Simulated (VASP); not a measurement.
# Ca (P2_1/m) in VASP: single point with PBE

Aim: the single point of Ca with PBE.

All numbers are computed with VASP 6.6.1; they aren't measurements. Logs are shortened: lines on timing, memory, paths and dates and some standing lists are left out, and cuts for length are marked.

## Step 1: The cell of the first run

The structure is monoclinic, space group P2_1/m (No. 11). The conventional cell has a = 3.980 Å, b = 6.520 Å, c = 3.980 Å, α = 90.00°, β = 120.00°, γ = 90.00°. Ca (site symmetry m) has 12 Ca at 3.91 to 4.10 Å within 5.1 Å.

## Step 2: Single point, PBE (atom 1 (Ca) moved by [0.141421, 0.141421, 0.0] A)

The input, INCAR:

```
ALGO = Normal ; EDIFF = 1E-6
ENCUT = 520 ; GGA = PE
ISIF = 2 ; ISMEAR = -1
LASPH = T ; LCHARG = F
LREAL = F ; LWAVE = F
NBANDS = 17 ; NELM = 80
PREC = Accurate ; SIGMA = 0.08
```

The input, KPOINTS:

```
k-points
0
Gamma
  11 11 6
```

The input, POSCAR:

```
Ca
1.0
    3.9799995206      0.0000000000      0.0000000000
   -1.9899997603      3.4467806919      0.0000000000
    0.0000000000      0.0000000000      6.5200000000
Ca
2
Direct
    0.3893811924      0.7076965472      0.2500000000
    0.6666666667      0.3333333333      0.7500000000
```

Potentials or basis: VASP PAW PBE potentials, release 64 (Ca_sv).

Command:

```
> cat potpaw_PBE.64/Ca_sv/POTCAR > POTCAR
> mpirun -np 1 vasp_std > vasp.out
```

OUTCAR:

```text
EDIFF = 1E-6
   ENCUT = 520
   GGA = PE
   ISIF = 2
   ISMEAR = -1
   LASPH = T
   LREAL = F
   NELM = 80
   PREC = Accurate

 ion  position               nearest neighbor table
   1  0.389  0.708  0.250-
   2  0.667  0.333  0.750-

  LATTYP: Found a hexagonal cell.
 ALAT       =     3.9799995206
 C/A-ratio  =     1.6381911521

  Lattice vectors:

 A1 = (   3.9799995206,   0.0000000000,   0.0000000000)
 A2 = (  -1.9899997603,   3.4467806919,   0.0000000000)
 A3 = (   0.0000000000,   0.0000000000,   6.5200000000)

Analysis of symmetry for initial positions (statically):
=====================================================================
 Subroutine PRICEL returns:
 Original cell was already a primitive cell.

 Routine SETGRP: Setting up the symmetry group for a
 hexagonal supercell.

 Subroutine GETGRP returns: Found  4 space group operations
 (whereof  1 operations were pure point group operations)
 out of a pool of 24 trial point group operations.

The static configuration has the point symmetry C_1 .
 The point group associated with its full space group is C_2h.

Analysis of symmetry for dynamics (positions and initial velocities):
=====================================================================
 Subroutine PRICEL returns:
 Original cell was already a primitive cell.

 Routine SETGRP: Setting up the symmetry group for a
 hexagonal supercell.

 Subroutine GETGRP returns: Found  4 space group operations
 (whereof  1 operations were pure point group operations)
 out of a pool of 24 trial point group operations.

The dynamic configuration has the point symmetry C_1 .
 The point group associated with its full space group is C_2h.

 Subroutine INISYM returns: Found  4 space group operations
 (whereof  1 operations are pure point group operations),
 and found     1 'primitive' translations

----------------------------------------------------------------------------------------

                                     Primitive cell

  volume of cell :      89.4426

  direct lattice vectors                    reciprocal lattice vectors
     3.979999521  0.000000000  0.000000000     0.251256312  0.145062899  0.000000000
    -1.989999760  3.446780692  0.000000000     0.000000000  0.290125798  0.000000000
     0.000000000  0.000000000  6.520000000     0.000000000  0.000000000  0.153374233

  length of vectors
     3.979999521  3.979999521  6.520000000     0.290125798  0.290125798  0.153374233

  position of ions in fractional coordinates (direct lattice)
     0.389381192  0.707696547  0.250000000
     0.666666667  0.333333333  0.750000000

  ion indices of the primitive-cell ions
   primitive index   ion index
                 1           1
                 2           2

----------------------------------------------------------------------------------------

 KPOINTS: k-points

Automatic generation of k-mesh.
 Grid dimensions read from file:
 generate k-points for:   11   11    6

 Generating k-lattice:

  Cartesian coordinates                     Fractional coordinates (reciprocal lattice)
     0.022841483  0.013187536  0.000000000     0.090909091 -0.000000000  0.000000000
     0.000000000  0.026375073  0.000000000     0.000000000  0.090909091  0.000000000
     0.000000000  0.000000000  0.025562372     0.000000000  0.000000000  0.166666667

  Length of vectors
     0.026375073  0.026375073  0.025562372

  Shift w.r.t. Gamma in fractional coordinates (k-lattice)
     0.000000000  0.000000000  0.000000000

 Subroutine IBZKPT returns following result:
 ===========================================

 Found    244 irreducible k-points:

 Following reciprocal coordinates:
            Coordinates               Weight
  0.000000  0.000000  0.000000      1.000000
  0.090909  0.000000  0.000000      2.000000
  0.000000  0.090909  0.000000      2.000000
 -0.090909  0.090909  0.000000      2.000000
  0.181818 -0.000000  0.000000      2.000000
  0.000000  0.181818  0.000000      2.000000
[... 16 lines left out ...]
 -0.181818  0.272727  0.000000      2.000000
  0.090909  0.181818  0.000000      2.000000
 [... further k-points ...]
   k-points           NKPTS =    244   k-points in BZ     NKDIM =    244   number of bands    NBANDS=     17
   number of dos      NEDOS =    301   number of ions     NIONS =      2
   total plane-waves  NPLWV =  43200
   dimension x,y,z NGX =    30 NGY =   30 NGZ =   48
   dimension x,y,z NGXF=    60 NGYF=   60 NGZF=   96
   ions per type =               2
   NGX,Y,Z   is equivalent  to a cutoff of  12.53, 12.53, 12.24 a.u.
   NGXF,Y,Z  is equivalent  to a cutoff of  25.06, 25.06, 24.48 a.u.
 SYSTEM =  unknown system
   PREC   = accura    normal or accurate (medium, high low for compatibility)
   ISTART =      0    job   : 0-new  1-cont  2-samecut
   ICHARG =      2    charge: 1-file 2-atom 10-const
   ISPIN  =      1    spin polarized calculation?
   LNONCOLLINEAR =      F non collinear calculations
   LSORBIT =      F    spin-orbit coupling
   LASPH  =      T    aspherical Exc in radial PAW
   ENCUT  =  520.0 eV  38.22 Ry    6.18 a.u.   7.40  7.40 12.12*2*pi/ulx,y,z
   NELM   =     80;   NELMIN=  2; NELMDL= -5     # of ELM steps
   EDIFF  = 0.1E-05   stopping-criterion for ELM
   LREAL  =      F    real-space projection
   EDIFFG = 0.1E-04   stopping-criterion for IOM
   NSW    =      0    number of steps for IOM
   IBRION =     -1    ionic relax: 0-MD 1-quasi-New 2-CG
   NFREE  =      0    steps in history (QN), initial steepest desc. (CG)
   ISIF   =      2    stress and relaxation
   ISYM   =      2    0-nonsym 1-usesym 2-fastsym
   POTIM  = 0.5000    time-step for ionic-motion
   TEBEG  =    0.0;   TEEND  =   0.0 temperature during run
   PSTRESS=    0.0 pullay stress
   NELECT =      20.0000    total number of electrons
   NUPDOWN=      -1.0000    fix difference up-down
   EMIN   =  10.00;   EMAX   =-10.00  energy-range for DOS
   EFERMI =   0.00;   METHOD = LEGACY
   ISMEAR =    -1;   SIGMA  =   0.08  broadening in eV -4-tet -1-fermi 0-gaus
   EFERMI_NEDOS =   21; number of points for ismear=-14 and -15
   IALGO  =     38    algorithm
   IMIX   =      4    mixing-type and parameters
     AMIX     =   0.40;   BMIX     =  1.00
     AMIX_MAG =   1.60;   BMIX_MAG =  1.00
  volume/ion in A,a.u.               =      44.72       301.79
  Fermi-wavevector in a.u.,A,eV,Ry     =   0.993658  1.877741 13.433785  0.987355
  Thomas-Fermi vector in A             =   2.125555
   LORBIT       =      0    0 simple, 1 ext, 2 COOP (PROOUT), +10 PAW based schemes
   GGA     = PE    functional components
   LHFCALC =     F    Hartree Fock is set to
   AEXX    =    0.0000 exact exchange contribution
   IVDW    =     0    specifies the selected vdW correction
   LEPSILON=     F    determine dielectric tensor
   LRPA    =     F    only Hartree local field effects (RPA)
 non-spin polarized calculation
  energy-cutoff  :      520.00
  volume of cell :       89.44
 maximum number of plane-waves:      2442
 NGX is ok and might be reduce to    30
   NGX = 15   NGY = 15   NGZ = 25

 number of electron      20.0000004 magnetization

 Free energy of the ion-electron system (eV)
  ---------------------------------------------------
  ext. energy  EPLUGINS =         0.00000000
  ---------------------------------------------------
  free energy    TOTEN  =        -3.86161276 eV

  energy without entropy =       -3.80982230  energy(sigma->0) =       -3.83571753

 E-fermi :   1.7733     XC(G=0):  -7.5572

 val. band max:        1.7695288104   @ k =   0.3636   0.3636   0.5000
 cond. band min:       1.7758732198   @ k =   0.4545  -0.0000   0.3333
 fundamental gap:      0.0063444094
 Fermi energy:         1.7732982091

 k-point     1 :       0.0000    0.0000    0.0000
  band No.  band energies     occupation
      1     -40.4052      2.00000
      2     -40.3948      2.00000
      3     -21.4362      2.00000
      4     -21.3518      2.00000
      5     -21.3399      2.00000
      6     -21.3312      2.00000
[... 9 lines left out ...]
     16       4.3375      0.00000
     17       4.5204      0.00000

 k-point     2 :       0.0909    0.0000    0.0000
  band No.  band energies     occupation
      1     -40.4045      2.00000
      2     -40.3944      2.00000
      3     -21.4336      2.00000
      4     -21.3538      2.00000
      5     -21.3469      2.00000
      6     -21.3370      2.00000
[... 9 lines left out ...]
     16       4.4164      0.00000
     17       4.4521      0.00000

 k-point     3 :       0.0000    0.0909    0.0000
  band No.  band energies     occupation
      1     -40.4044      2.00000
      2     -40.3945      2.00000
      3     -21.4330      2.00000
      4     -21.3578      2.00000
      5     -21.3430      2.00000
      6     -21.3381      2.00000
[... 9 lines left out ...]
     16       4.3444      0.00000
     17       4.4009      0.00000

 k-point     4 :      -0.0909    0.0909    0.0000
  band No.  band energies     occupation
      1     -40.4044      2.00000
      2     -40.3944      2.00000
      3     -21.4332      2.00000
      4     -21.3570      2.00000
      5     -21.3438      2.00000
      6     -21.3378      2.00000
[... 9 lines left out ...]
     16       4.3861      0.00000
     17       4.4084      0.00000
[... 343 lines left out ...]
      1     -40.4008      2.00000
      2     -40.3927      2.00000
      3     -21.4184      2.00000
      4     -21.3836      2.00000
      5     -21.3719      2.00000
      6     -21.3578      2.00000
[... 9 lines left out ...]
     16       4.5118      0.00000
     17       4.6134      0.00000

 k-point    23 :      -0.1818    0.2727    0.0000
  band No.  band energies     occupation
      1     -40.4005      2.00000
      2     -40.3929      2.00000
      3     -21.4157      2.00000
      4     -21.3869      2.00000
      5     -21.3755      2.00000
      6     -21.3519      2.00000
[... 9 lines left out ...]
     16       4.3699      0.00000
     17       4.5938      0.00000

 k-point    24 :       0.0909    0.1818    0.0000
  band No.  band energies     occupation
      1     -40.4007      2.00000
      2     -40.3928      2.00000
      3     -21.4174      2.00000
      4     -21.3856      2.00000
      5     -21.3728      2.00000
      6     -21.3557      2.00000
[... 9 lines left out ...]
     16       4.5108      0.00000
     17       4.6093      0.00000

 [... further k-points ...]
[... 5 lines left out ...]
  --------------------------------------------------------------------------------------
  -------------------------------------------------------------------------------------
  Total       -0.6069849     -0.3593385     -0.4042068     -0.1309830      0.0000000      0.0000000
  in kB      -10.8728705     -6.4368008     -7.2405224     -2.3462868      0.0000000      0.0000000
  external PRESSURE =      -8.1833979 kB  Pullay stress =       0.0000000 kB

 VOLUME and BASIS-vectors are now :
 -----------------------------------------------------------------------------
  energy-cutoff  :      520.00
  volume of cell :       89.44
      direct lattice vectors                 reciprocal lattice vectors
     3.979999521  0.000000000  0.000000000     0.251256312  0.145062899  0.000000000
    -1.989999760  3.446780692  0.000000000     0.000000000  0.290125798  0.000000000
     0.000000000  0.000000000  6.520000000     0.000000000  0.000000000  0.153374233

 POSITION                                       TOTAL-FORCE (eV/Angst)
 -----------------------------------------------------------------------------------
      0.14142      2.43927      1.63000        -0.037136     -0.050441      0.000000
      1.99000      1.14893      4.89000         0.037136      0.050441     -0.000000
 -----------------------------------------------------------------------------------
    total drift:                               -0.000002     -0.000006     -0.000000

  FREE ENERGIE OF THE ION-ELECTRON SYSTEM (eV)
  ---------------------------------------------------
  free  energy   TOTEN  =        -3.8616127644 eV

  energy  without entropy=       -3.8098222965  energy(sigma->0) =       -3.83571753
```

Wall time 3.3 min (1 thread of Intel Xeon Platinum 8488C (Sapphire Rapids), shared host); peak memory 0.43 GiB.

Results:

```yaml
Free_energy: -3.8616 eV
Pressure: -0.8 GPa
Largest_force: 0.063 eV/Å
Band_gap_on_the_k_mesh: zero (bands 10 and 11 overlap by 0.46 eV)
```

Forces in eV/Å, atoms in the order of the input:
```
Ca  -0.037 -0.050  0.000
Ca   0.037  0.050  0.000
```

Stress tensor (GPa, compression positive):
```
-1.09 -0.23  0.00
-0.23 -0.64  0.00
 0.00  0.00 -0.72
```

Levels at points of the mesh, in eV from the Fermi level:
```tsv
k point	band 8	band 9	band 10	band 11	band 12	band 13
(0.00, 0.00, 0.00)	-23.10	-3.96	-1.02	-0.25	2.14	2.18
(0.00, 0.00, 0.50)	-23.11	-2.99	-2.99	1.35	1.35	2.19
```

Caveat: the cell differs from its parent crystal (atom 1 (Ca) moved by [0.141421, 0.141421, 0.0] A).
